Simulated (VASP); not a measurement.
# Al8HO12 (a cell with a defect) in VASP: single point with LDA

Aim: the single point of Al8HO12 (a cell with a defect) with LDA.

All numbers are computed with VASP 6.6.1; they aren't measurements. Logs are shortened: lines on timing, memory, paths and dates and some standing lists are left out, and cuts for length are marked.

### Step 1. The cell of the first run

The cell holds a defect, 21 atoms: a = 5.769 Å, b = 5.769 Å, c = 9.337 Å, α = 90.00°, β = 90.00°, γ = 120.00°.

### Step 2. Single point, LDA

File INCAR:

```
SYSTEM = Al8HO12
  PREC = Accurate
  ENCUT = 520
  EDIFF = 1E-6
  ISMEAR = -1
  SIGMA = 0.02
  LREAL = .FALSE.
  LASPH = .TRUE.
  NELM = 120
  ALGO = Normal
  ISIF = 2
  LWAVE = .FALSE.
  LCHARG = .TRUE.
  LELF = .TRUE.
  LVHAR = .TRUE.
  NBANDS = 64
  GGA_COMPAT = .FALSE.
```

File KPOINTS:

```
regular mesh
0
G
  3 3 2
  0 0 0
```

File POSCAR:

```
Al8HO12
1.0
    5.7686464748      0.0000000000      0.0000000000
   -2.8843232374      4.9957943926      0.0000000000
    0.0000000000      0.0000000000      9.3367500000
Al O H
8 12 1
Direct
    0.0000000000      0.0000000000      0.1499900000
    0.0000000000      0.0000000000      0.8500100000
    0.0000000000      0.5000000000      0.1499900000
    0.0000000000      0.5000000000      0.8500100000
    0.5000000000      0.0000000000      0.1499900000
    0.5000000000      0.0000000000      0.8500100000
    0.5000000000      0.5000000000      0.1499900000
    0.5000000000      0.5000000000      0.8500100000
    0.1666666667      0.3333333333      0.2223200000
    0.3333333333      0.1666666667      0.0000000000
    0.1666666667      0.3333333333      0.7776800000
    0.1666666667      0.8333333333      0.2223200000
    0.3333333333      0.6666666667      0.0000000000
    0.1666666667      0.8333333333      0.7776800000
    0.6666666667      0.3333333333      0.2223200000
    0.8333333333      0.1666666667      0.0000000000
    0.6666666667      0.3333333333      0.7776800000
    0.6666666667      0.8333333333      0.2223200000
    0.8333333333      0.6666666667      0.0000000000
    0.6666666667      0.8333333333      0.7776800000
    0.0000000000      0.0000000000      0.5000000000
```

Potentials or basis: VASP PAW LDA potentials, release 64 (Al, O, H).

On the command line:

```sh
cat potpaw_LDA.64/Al/POTCAR potpaw_LDA.64/O/POTCAR potpaw_LDA.64/H/POTCAR > POTCAR
mpirun -np 1 vasp_std > vasp.out
```

OUTCAR:

```text
SYSTEM = Al8HO12
   PREC = Accurate
   ENCUT = 520
   EDIFF = 1E-6
   ISMEAR = -1
   LREAL = .FALSE.
   LASPH = .TRUE.
   NELM = 120
   ISIF = 2

 ion  position               nearest neighbor table
   1  0.000  0.000  0.150-   9 1.80  18 1.80  12 1.80  19 2.18  10 2.18  16 2.18   2 2.80   3 2.88
                             7 2.88   3 2.88   7 2.88   5 2.88   5 2.88
   2  0.000  0.000  0.850-  11 1.80  20 1.80  14 1.80  19 2.18  10 2.18  16 2.18   1 2.80   4 2.88
                             8 2.88   4 2.88   8 2.88   6 2.88   6 2.88
   3  0.000  0.500  0.150-  12 1.80  15 1.80   9 1.80  16 2.18  13 2.18  19 2.18   4 2.80   1 2.88
                             5 2.88   1 2.88   5 2.88   7 2.88   7 2.88
   4  0.000  0.500  0.850-  14 1.80  17 1.80  11 1.80  16 2.18  13 2.18  19 2.18   3 2.80   2 2.88
                             6 2.88   2 2.88   6 2.88   8 2.88   8 2.88
   5  0.500  0.000  0.150-  15 1.80  12 1.80  18 1.80  13 2.18  16 2.18  10 2.18   6 2.80   3 2.88
                             7 2.88   7 2.88   3 2.88   1 2.88   1 2.88
   6  0.500  0.000  0.850-  17 1.80  14 1.80  20 1.80  13 2.18  16 2.18  10 2.18   5 2.80   4 2.88
                             8 2.88   8 2.88   4 2.88   2 2.88   2 2.88
   7  0.500  0.500  0.150-  18 1.80   9 1.80  15 1.80  10 2.18  19 2.18  13 2.18   8 2.80   5 2.88
                             1 2.88   5 2.88   1 2.88   3 2.88   3 2.88
   8  0.500  0.500  0.850-  20 1.80  11 1.80  17 1.80  10 2.18  19 2.18  13 2.18   7 2.80   6 2.88
                             2 2.88   6 2.88   2 2.88   4 2.88   4 2.88
   9  0.167  0.333  0.222-   1 1.80   7 1.80   3 1.80
  10  0.333  0.167  0.000-   7 2.18   8 2.18   1 2.18   2 2.18   5 2.18   6 2.18
  11  0.167  0.333  0.778-   2 1.80   8 1.80   4 1.80
  12  0.167  0.833  0.222-   3 1.80   5 1.80   1 1.80
  13  0.333  0.667  0.000-   5 2.18   6 2.18   3 2.18   4 2.18   7 2.18   8 2.18
  14  0.167  0.833  0.778-   4 1.80   6 1.80   2 1.80
  15  0.667  0.333  0.222-   5 1.80   3 1.80   7 1.80
  16  0.833  0.167  0.000-   3 2.18   4 2.18   5 2.18   6 2.18   1 2.18   2 2.18
  17  0.667  0.333  0.778-   6 1.80   4 1.80   8 1.80
  18  0.667  0.833  0.222-   7 1.80   1 1.80   5 1.80
  19  0.833  0.667  0.000-   1 2.18   2 2.18   7 2.18   8 2.18   3 2.18   4 2.18
  20  0.667  0.833  0.778-   8 1.80   2 1.80   6 1.80
  21  0.000  0.000  0.500-

  LATTYP: Found a hexagonal cell.
 ALAT       =     5.7686464748
 C/A-ratio  =     1.6185339214

  Lattice vectors:

 A1 = (   5.7686464748,   0.0000000000,   0.0000000000)
 A2 = (  -2.8843232374,   4.9957943926,   0.0000000000)
 A3 = (   0.0000000000,   0.0000000000,   9.3367500000)

Analysis of symmetry for initial positions (statically):
=====================================================================
 Subroutine PRICEL returns:
 Original cell was already a primitive cell.

 Routine SETGRP: Setting up the symmetry group for a
 hexagonal supercell.

 Subroutine GETGRP returns: Found 12 space group operations
 (whereof 12 operations were pure point group operations)
 out of a pool of 24 trial point group operations.

The static configuration has the point symmetry D_3h.

[... 147 lines left out ...]
   EFERMI_NEDOS =   21; number of points for ismear=-14 and -15
   IALGO  =     38    algorithm
   IMIX   =      4    mixing-type and parameters
     AMIX     =   0.40;   BMIX     =  1.00
     AMIX_MAG =   1.60;   BMIX_MAG =  1.00
  volume/ion in A,a.u.               =      12.81        86.47
  Fermi-wavevector in a.u.,A,eV,Ry     =   1.165129  2.201775 18.470256  1.357526
  Thomas-Fermi vector in A             =   2.301659
   LORBIT       =      0    0 simple, 1 ext, 2 COOP (PROOUT), +10 PAW based schemes
   GGA     = CA    functional components
   LHFCALC =     F    Hartree Fock is set to
   AEXX    =    0.0000 exact exchange contribution
   IVDW    =     0    specifies the selected vdW correction
   LEPSILON=     F    determine dielectric tensor
   LRPA    =     F    only Hartree local field effects (RPA)
 non-spin polarized calculation
  energy-cutoff  :      520.00
  volume of cell :      269.08
 maximum number of plane-waves:      7283
 NGX is ok and might be reduce to    48
   NGX = 21   NGY = 21   NGZ = 35

 number of electron      96.9999928 magnetization

 Free energy of the ion-electron system (eV)
  ---------------------------------------------------
  ext. energy  EPLUGINS =         0.00000000
  ---------------------------------------------------
  free energy    TOTEN  =      -160.62255813 eV

  energy without entropy =     -160.59922339  energy(sigma->0) =     -160.61089076

 E-fermi :   3.1423     XC(G=0):  -9.1939

 val. band max:        3.1239275323   @ k =   0.3333   0.0000   0.0000
 cond. band min:       3.1516788848   @ k =   0.0000   0.0000   0.5000
 fundamental gap:      0.0277513525
 Fermi energy:         3.1423355649

 k-point     1 :       0.0000    0.0000    0.0000
  band No.  band energies     occupation
      1     -17.8401      2.00000
      2     -16.7827      2.00000
      3     -15.9877      2.00000
      4     -15.9877      2.00000
      5     -15.9830      2.00000
      6     -15.6529      2.00000
[... 367 lines left out ...]
     59      10.5908      0.00000
     60      10.5934      0.00000
 [bands above 60 left out]

------------------------ aborting loop because EDIFF is reached ----------------------------------------

  FORCE on cell =-STRESS in cart. coord.  units (eV):
  Direction    XX          YY          ZZ          XY          YZ          ZX
  --------------------------------------------------------------------------------------
  -------------------------------------------------------------------------------------
  Total      -11.6578991    -11.6578991     -9.2880026      0.0000000     -0.0000000     -0.0000000
  in kB      -69.4155329    -69.4155329    -55.3042748      0.0000000     -0.0000000     -0.0000000
  external PRESSURE =     -64.7117802 kB  Pullay stress =       0.0000000 kB

 VOLUME and BASIS-vectors are now :
 -----------------------------------------------------------------------------
  energy-cutoff  :      520.00
  volume of cell :      269.08
      direct lattice vectors                 reciprocal lattice vectors
     5.768646475  0.000000000  0.000000000     0.173350890  0.100084183  0.000000000
    -2.884323237  4.995794393  0.000000000     0.000000000  0.200168366  0.000000000
     0.000000000  0.000000000  9.336750000     0.000000000  0.000000000  0.107103650

 POSITION                                       TOTAL-FORCE (eV/Angst)
 -----------------------------------------------------------------------------------
      0.00000      0.00000      1.40042         0.000000     -0.000000      0.089431
      0.00000      0.00000      7.93633         0.000000     -0.000000     -0.089431
     -1.44216      2.49790      1.40042        -0.026144     -0.015094      0.047317
     -1.44216      2.49790      7.93633        -0.026144     -0.015094     -0.047317
      2.88432      0.00000      1.40042         0.000000      0.030188      0.047317
      2.88432      0.00000      7.93633         0.000000      0.030188     -0.047317
[... 13 lines left out ...]
      1.44216      4.16316      7.26100        -0.005621     -0.003245      0.494367
      0.00000      0.00000      4.66838         0.000000     -0.000000      0.000000
 -----------------------------------------------------------------------------------
    total drift:                               -0.000000      0.000000     -0.000000

  FREE ENERGIE OF THE ION-ELECTRON SYSTEM (eV)
  ---------------------------------------------------
  free  energy   TOTEN  =      -160.6225581345 eV

  energy  without entropy=     -160.5992233929  energy(sigma->0) =     -160.61089076
```

stdout:

```text
POSCAR found type information on POSCAR AlO H
 POSCAR found :  3 types and      21 ions
 scaLAPACK will be used
 -----------------------------------------------------------------------------
|                                                                             |
|                                                                             |
|     You have a (more or less) 'large supercell' and for larger cells it     |
|     might be more efficient to use real-space projection operators.         |
|     Therefore, try LREAL= Auto in the INCAR file.                           |
|     Mind: For very accurate calculation, you might also keep the            |
|     reciprocal projection scheme (i.e. LREAL=.FALSE.).                      |
|                                                                             |
 -----------------------------------------------------------------------------

 LDA part: xc-table for (Slater(with rela. corr.)+CA(PZ))
 , standard interpolation
 POSCAR, INCAR and KPOINTS ok, starting setup
 FFT: planning ... GRIDC
 FFT: planning ... GRID_SOFT
 FFT: planning ... GRID
 WAVECAR not read
 entering main loop
```

It took 89 s on 1 thread of Intel Xeon 6975P-C (Granite Rapids), shared host; peak memory 0.34 GiB.

What came out:

```
Free energy            : -160.6226 eV
Pressure               : -6.5 GPa
Largest force          : 0.517 eV/Å
Band gap on the k mesh : zero (an odd number of electrons rules out a gap without spin polarisation)
```

Forces in eV/Å, atoms in the order of the input:
```
Al   0.000  0.000  0.089
Al   0.000  0.000 -0.089
Al  -0.026 -0.015  0.047
Al  -0.026 -0.015 -0.047
Al   0.000  0.030  0.047
Al   0.000  0.030 -0.047
Al   0.026 -0.015  0.047
Al   0.026 -0.015 -0.047
O    0.000  0.006 -0.494
O   -0.009 -0.005  0.000
O    0.000  0.006  0.494
O    0.006 -0.003 -0.494
O    0.000  0.000  0.000
O    0.006 -0.003  0.494
O    0.000  0.000 -0.517
O    0.009 -0.005  0.000
O    0.000  0.000  0.517
O   -0.006 -0.003 -0.494
O    0.000  0.011  0.000
O   -0.006 -0.003  0.494
H    0.000  0.000  0.000
```

Caveat: the k points lie up to 0.42 Å⁻¹ apart, too coarse for converged energies and pressures of a metal; an odd number of electrons without spin polarisation forces a metal; a magnetic or distorted state may lie lower.
